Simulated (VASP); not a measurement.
# Rb (Fm-3m) in VASP: single point with PBE

Aim: the single point of Rb with PBE.

Program: VASP 6.6.1. These are calculated values, not measurements. Logs are shortened: lines on timing, memory, paths and dates and some standing lists are left out, and cuts for length are marked.

### 1 The cell of the first run

It takes space group Fm-3m (No. 225, cubic). Conventional cell: a = 7.169 Å, b = 7.169 Å, c = 7.169 Å, α = 90.00°, β = 90.00°, γ = 90.00°.

This isn't the form of Rb at room conditions, which is bcc.

### 2 Single point, PBE

The input, INCAR:

```
PREC     = Accurate       # precision mode
ENCUT    = 520            # plane-wave cutoff, eV
EDIFF    = 1E-6           # SCF threshold, eV
ISMEAR   = -1             # smearing method
SIGMA    = 0.13605693000000002 # smearing width, eV
LREAL    = F              # projectors in reciprocal space
LASPH    = T              # aspherical terms in the spheres
NELM     = 100            # most SCF steps
ALGO     = Normal         # electronic algorithm
ISIF     = 2              # what is computed and relaxed
LWAVE    = F              # write WAVECAR
LCHARG   = T              # write CHGCAR
GGA      = PE             # functional
LELF     = T              # ELF
LVHAR    = T            
NBANDS   = 10             # bands
```

The input, KPOINTS:

```
regular mesh
0
Gamma
  8 8 8
```

The input, POSCAR:

```
Rb
1.0
    0.0000000000      3.5844493850      3.5844493850
    3.5844493850      0.0000000000      3.5844493850
    3.5844493850      3.5844493850      0.0000000000
Rb
1
Direct
    0.0000000000      0.0000000000      0.0000000000
```

Potentials or basis: VASP PAW PBE potentials, release 64 (Rb_sv).

Started as:

```console
cat potpaw_PBE.64/Rb_sv/POTCAR > POTCAR
mpirun -np 1 vasp_std > vasp.out
```

OUTCAR:

```text
PREC = Accurate
   ENCUT = 520
   EDIFF = 1E-6
   ISMEAR = -1
   LREAL = F
   LASPH = T
   NELM = 100
   ISIF = 2
   GGA = PE

 ion  position               nearest neighbor table
   1  0.000  0.000  0.000-

  LATTYP: Found a face centered cubic cell.
 ALAT       =     7.1688987700

  Lattice vectors:

 A1 = (   0.0000000000,   3.5844493850,   3.5844493850)
 A2 = (   3.5844493850,   0.0000000000,   3.5844493850)
 A3 = (   3.5844493850,   3.5844493850,   0.0000000000)

Analysis of symmetry for initial positions (statically):
=====================================================================
 Subroutine PRICEL returns:
 Original cell was already a primitive cell.

 Routine SETGRP: Setting up the symmetry group for a
 face centered cubic supercell.

 Subroutine GETGRP returns: Found 48 space group operations
 (whereof 48 operations were pure point group operations)
 out of a pool of 48 trial point group operations.

The static configuration has the point symmetry O_h .

Analysis of symmetry for dynamics (positions and initial velocities):
=====================================================================
 Subroutine PRICEL returns:
 Original cell was already a primitive cell.

 Routine SETGRP: Setting up the symmetry group for a
 face centered cubic supercell.

 Subroutine GETGRP returns: Found 48 space group operations
 (whereof 48 operations were pure point group operations)
 out of a pool of 48 trial point group operations.

The dynamic configuration has the point symmetry O_h .

 Subroutine INISYM returns: Found 48 space group operations
 (whereof 48 operations are pure point group operations),
 and found     1 'primitive' translations

----------------------------------------------------------------------------------------

                                     Primitive cell

  volume of cell :      92.1080

  direct lattice vectors                    reciprocal lattice vectors
     0.000000000  3.584449385  3.584449385    -0.139491438  0.139491438  0.139491438
     3.584449385  0.000000000  3.584449385     0.139491438 -0.139491438  0.139491438
     3.584449385  3.584449385  0.000000000     0.139491438  0.139491438 -0.139491438

  length of vectors
     5.069176934  5.069176934  5.069176934     0.241606258  0.241606258  0.241606258

  position of ions in fractional coordinates (direct lattice)
     0.000000000  0.000000000  0.000000000

  ion indices of the primitive-cell ions
   primitive index   ion index
[... 77 lines left out ...]
   IBRION =     -1    ionic relax: 0-MD 1-quasi-New 2-CG
   NFREE  =      0    steps in history (QN), initial steepest desc. (CG)
   ISIF   =      2    stress and relaxation
   ISYM   =      2    0-nonsym 1-usesym 2-fastsym
   POTIM  = 0.5000    time-step for ionic-motion
   TEBEG  =    0.0;   TEEND  =   0.0 temperature during run
   PSTRESS=    0.0 pullay stress
   NELECT =       9.0000    total number of electrons
   NUPDOWN=      -1.0000    fix difference up-down
   EMIN   =  10.00;   EMAX   =-10.00  energy-range for DOS
   EFERMI =   0.00;   METHOD = LEGACY
   ISMEAR =    -1;   SIGMA  =   0.14  broadening in eV -4-tet -1-fermi 0-gaus
   EFERMI_NEDOS =   21; number of points for ismear=-14 and -15
   IALGO  =     38    algorithm
   IMIX   =      4    mixing-type and parameters
     AMIX     =   0.40;   BMIX     =  1.00
     AMIX_MAG =   1.60;   BMIX_MAG =  1.00
  volume/ion in A,a.u.               =      92.11       621.58
  Fermi-wavevector in a.u.,A,eV,Ry     =   0.754032  1.424914  7.735790  0.568565
  Thomas-Fermi vector in A             =   1.851607
   LORBIT       =      0    0 simple, 1 ext, 2 COOP (PROOUT), +10 PAW based schemes
   GGA     = PE    functional components
   LHFCALC =     F    Hartree Fock is set to
   AEXX    =    0.0000 exact exchange contribution
   IVDW    =     0    specifies the selected vdW correction
   LEPSILON=     F    determine dielectric tensor
   LRPA    =     F    only Hartree local field effects (RPA)
 non-spin polarized calculation
  energy-cutoff  :      520.00
  volume of cell :       92.11
 maximum number of plane-waves:      2509
 NGX is ok and might be reduce to    40
   NGX = 19   NGY = 19   NGZ = 19

 number of electron       9.0000000 magnetization

 Free energy of the ion-electron system (eV)
  ---------------------------------------------------
  ext. energy  EPLUGINS =         0.00000000
  ---------------------------------------------------
  free energy    TOTEN  =        -0.96380489 eV

  energy without entropy =       -0.90692823  energy(sigma->0) =       -0.93536656

 E-fermi :  -0.0351     XC(G=0):  -5.4362

 val. band max:       -0.1503804720   @ k =   0.3750   0.3750   0.0000
 cond. band min:       0.0395292388   @ k =   0.5000   0.3750   0.1250
 fundamental gap:      0.1899097108
 Fermi energy:        -0.0350777567

 k-point     1 :       0.0000    0.0000    0.0000
  band No.  band energies     occupation
      1     -28.9179      2.00000
      2     -12.9626      2.00000
      3     -12.9626      2.00000
      4     -12.9626      2.00000
      5      -1.9715      2.00000
      6       3.5680      0.00000
      7       3.5680      0.00000
      8       3.5680      0.00000
      9       4.8906      0.00000
     10       4.8906      0.00000
[... 287 lines left out ...]
 k-point    24 :      -0.3750    0.2500    0.1250
  band No.  band energies     occupation
      1     -28.9138      2.00000
      2     -13.0405      2.00000
      3     -12.9985      2.00000
      4     -12.9826      2.00000
      5       0.6037      0.01812
      6       0.7822      0.00491
      7       2.3889      0.00000
      8       3.4464      0.00000
      9       4.5648      0.00000
     10       5.5653      0.00000

 [... further k-points ...]

------------------------ aborting loop because EDIFF is reached ----------------------------------------

  FORCE on cell =-STRESS in cart. coord.  units (eV):
  Direction    XX          YY          ZZ          XY          YZ          ZX
  --------------------------------------------------------------------------------------
  -------------------------------------------------------------------------------------
  Total       -0.0010293     -0.0010293     -0.0010293      0.0000000      0.0000000     -0.0000000
  in kB       -0.0179050     -0.0179050     -0.0179050      0.0000000      0.0000000     -0.0000000
  external PRESSURE =      -0.0179050 kB  Pullay stress =       0.0000000 kB

 VOLUME and BASIS-vectors are now :
 -----------------------------------------------------------------------------
  energy-cutoff  :      520.00
  volume of cell :       92.11
      direct lattice vectors                 reciprocal lattice vectors
     0.000000000  3.584449385  3.584449385    -0.139491438  0.139491438  0.139491438
     3.584449385  0.000000000  3.584449385     0.139491438 -0.139491438  0.139491438
     3.584449385  3.584449385  0.000000000     0.139491438  0.139491438 -0.139491438

 POSITION                                       TOTAL-FORCE (eV/Angst)
 -----------------------------------------------------------------------------------
      0.00000      0.00000      0.00000        -0.000000      0.000000     -0.000000
 -----------------------------------------------------------------------------------
    total drift:                               -0.000000     -0.000000     -0.000000

  FREE ENERGIE OF THE ION-ELECTRON SYSTEM (eV)
  ---------------------------------------------------
  free  energy   TOTEN  =        -0.9638048895 eV

  energy  without entropy=       -0.9069282283  energy(sigma->0) =       -0.93536656
```

OSZICAR:

```text
N       E                     dE             d eps       ncg     rms          rms(c)
DAV:   1     0.438404066782E+02    0.43840E+02   -0.32978E+03   580   0.664E+02
DAV:   2     0.205550803943E+01   -0.41785E+02   -0.40928E+02   630   0.123E+02
DAV:   3    -0.817378009745E+00   -0.28729E+01   -0.28660E+01   774   0.335E+01
DAV:   4    -0.959799467821E+00   -0.14242E+00   -0.14204E+00   814   0.646E+00
DAV:   5    -0.962329342936E+00   -0.25299E-02   -0.25296E-02   772   0.793E-01    0.121E+00
DAV:   6    -0.962858478250E+00   -0.52914E-03   -0.19419E-03   832   0.258E-01    0.724E-01
DAV:   7    -0.963688819916E+00   -0.83034E-03   -0.28572E-03   682   0.310E-01    0.454E-02
DAV:   8    -0.963793075709E+00   -0.10426E-03   -0.10482E-04   692   0.839E-02    0.213E-02
DAV:   9    -0.963805345893E+00   -0.12270E-04   -0.12480E-05   710   0.273E-02    0.525E-03
DAV:  10    -0.963804889538E+00    0.45636E-06   -0.42369E-06   802   0.114E-02
   1 F= -.96380489E+00 E0= -.93536656E+00  d E =-.568767E-01
```

Wall time 46 s (1 thread of Intel Xeon 8259CL, shared host); peak memory 0.23 GiB.

Results:

- Free energy: -0.9638 eV
- Pressure: 0.0 GPa
- Band gap on the k mesh: zero (an odd number of electrons rules out a gap without spin polarisation)
